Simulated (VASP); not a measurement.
Wanted: the native input for a VASP 6.6.1 run.

```
Task                   : relaxation of shape and atoms at fixed volume
Functional             : PBE
Potentials or basis    : VASP PAW PBE potentials, release 64 (Ti_sv)
Cutoff                 : 600 eV
k mesh                 : 12 × 12 × 16
Occupations            : gaussian, width 0.1 eV
Spin                   : no spin polarisation
Dipole correction      : no
Further INCAR settings : ALGO = Fast; EDIFF = 1e-06; IBRION = 2; EDIFFG = -0.01; NSW = 50; ISIF = 4
```

The structure of Ti lies in POSCAR:

```
Ti
1.0
    4.7297178916      0.0000000000      0.0000000000
   -2.3648589458      4.0960558469      0.0000000000
    0.0000000000      0.0000000000      2.9201038856
Ti
3
Direct
    0.0000000000      0.0000000000      0.0000000000
    0.3333333333      0.6666666667      0.5000000000
    0.6666666667      0.3333333333      0.5000000000
```

This isn't the form of Ti at room conditions, which is hcp.

One way to write it, as run:

INCAR

```
PREC     = Accurate       # precision mode
ENCUT    = 600            # plane-wave cutoff, eV
EDIFF    = 1E-6           # SCF threshold, eV
ISMEAR   = 0              # smearing method
SIGMA    = 0.1            # smearing width, eV
LREAL    = False          # projectors in reciprocal space
LASPH    = True           # aspherical terms in the spheres
NELM     = 100            # most SCF steps
ALGO     = Fast           # electronic algorithm
ISIF     = 4              # what is computed and relaxed
LWAVE    = False          # write WAVECAR
LCHARG   = False          # write CHGCAR
GGA      = PE             # functional
IBRION   = 2              # ionic algorithm
NSW      = 50             # ionic steps
EDIFFG   = -0.01          # ionic threshold
```

KPOINTS

```
Automatic mesh
0
Gamma
  12 12 16
```

Potentials or basis: VASP PAW PBE potentials, release 64 (Ti_sv).

Run with:

```console
$ cat potpaw_PBE.64/Ti_sv/POTCAR > POTCAR
$ mpirun -np 1 vasp_std > vasp.out
```

It gave:

The energy gained by relaxing is 0.0 meV/atom, the ionic steps are 2 and the pressure after relaxing is -9.1 GPa. The band gap on the k mesh is zero (bands 18 and 19 overlap by 0.21 eV).

It took 26 min on 1 thread of Oxide Virtual Turin-like Processor, on a shared host, peak memory 0.31 GiB.
